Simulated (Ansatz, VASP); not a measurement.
## Re in VASP and in Ansatz

```xyz
3
Lattice="4.0532 0.0000 0.0000 -2.0266 3.5102 0.0000 0.0000 0.0000 2.4995" Properties=species:S:1:pos:R:3 pbc="T T T"
Re    0.0000    0.0000    0.0000
Re    0.0000    2.3401    1.2498
Re    2.0266    1.1701    1.2498
```

Change from the starting cell: volume scaled by 0.78, LAPW.

Alike in both runs: task single point; functional PBE; k mesh 9 × 9 × 13; occupations fermi-dirac, width 0.08 eV; no spin polarisation.

|  | VASP | Ansatz |
| --- | --- | --- |
| version | VASP 6.6.1 | Ansatz 0.2.0 |
| potentials or method | VASP PAW PBE potentials, release 64 (Re), cutoff 520 eV | all-electron LAPW, scalar-relativistic |

Ansatz gave:

| Item | Value |
| --- | --- |
| pressure (GPa) | 146.7 |
| traceless stress, the component that is largest in VASP (GPa) | 0.04 |

Which values does VASP return?

Pressure (GPa): 149.4; traceless stress, the component that is largest in VASP (GPa): 1.39.

Both programs put the cell under a high pressure, so it lies far from rest at this level. Ansatz ran all-electron here, and VASP with PAW potentials.

Spin-orbit coupling is off throughout. Noted on VASP's run: the cell as given lies far from equilibrium.
